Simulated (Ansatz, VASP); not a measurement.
**One calculation of Na, two programs**

The input INCAR:

```
PREC = Accurate
ENCUT = 520
EDIFF = 1E-6
ISMEAR = -1
SIGMA = 0.05
LREAL = False
LASPH = True
NELM = 80
ALGO = Normal
ISIF = 2
LWAVE = False
LCHARG = True
GGA = PS
LELF = True
LVHAR = True
NBANDS = 10
```

File KPOINTS:

```
Automatic mesh
0
Gamma
  13 13 13
```

POSCAR

```
Na
1.0
   -2.0128444172      2.0128444172      2.0128444172
    2.0128444172     -2.0128444172      2.0128444172
    2.0128444172      2.0128444172     -2.0128444172
Na
1
Direct
    0.0000000000      0.0000000000      0.0000000000
```

Input for Ansatz:

```yaml
crystal:
  lattice:
    - [-2.0128444172, 2.0128444172, 2.0128444172]
    - [2.0128444172, -2.0128444172, 2.0128444172]
    - [2.0128444172, 2.0128444172, -2.0128444172]
  atoms:
    - { symbol: Na, position: [0.0, 0.0, 0.0] }
kpoints:
  mp_grid: { grid: [13, 13, 13] }
scf:
  occupations: { method: fermi_dirac, width: 0.05 }
hamiltonian:
  xc: pbesol
  pseudopotentials: { kind: paw }
output:
  forces: true
  stress: true
  eigenvalues: true
  populations: true
```

Change from the starting cell: volume scaled by 0.9, PAW files.

Alike in both runs: task single point; functional PBEsol; k mesh 13 × 13 × 13; occupations fermi-dirac, width 0.05 eV; no spin polarisation.

|  | VASP | Ansatz |
| --- | --- | --- |
| version | VASP 6.6.1 | Ansatz 0.2.0 |
| potentials or method | VASP PAW PBE potentials, release 64 (Na_pv) | PAW with Ansatz's default frozen-core files, scalar-relativistic |
| plane-wave cutoff (eV) | 520 | 420 |
| valence electrons in the cell | 7 | 9 |

```csv
,VASP,Ansatz,Ansatz less VASP
pressure (GPa),1.0,1.0,+0.03
```

VASP's potentials were made for PBE, not for PBEsol. VASP's potentials hold 7 valence electrons a cell and Ansatz's 9, so a difference there can come from the potentials and not from the codes.
